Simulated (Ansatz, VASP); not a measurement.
Au: VASP beside Ansatz

```
CELL_PARAMETERS angstrom
0.00000 1.99346 1.99346
1.99346 0.00000 1.99346
1.99346 1.99346 0.00000
ATOMIC_POSITIONS crystal
Au 0.00000 0.00000 0.00000
```

Alike in both runs: task single point; functional r2SCAN; k mesh 10 × 10 × 10; occupations fermi-dirac, width 0.1 eV; no spin polarisation.

|  | VASP | Ansatz |
| --- | --- | --- |
| version | VASP 6.6.1 | Ansatz 0.2.0 |
| potentials or method | VASP PAW PBE potentials, release 64 (Au), cutoff 550 eV | plane waves, PAW |
| valence electrons in the cell | 11 | 19 |

```csv
,VASP,Ansatz,Ansatz less VASP
pressure (GPa),22.2,21.6,-0.62
```

VASP's potentials were made for PBE, not for r2SCAN. With one functional, cell and mesh, what is left measures potentials, basis and numerics. VASP's potentials hold 11 valence electrons a cell and Ansatz's 19, so a difference there can come from the potentials and not from the codes.

Spin-orbit coupling is off throughout.
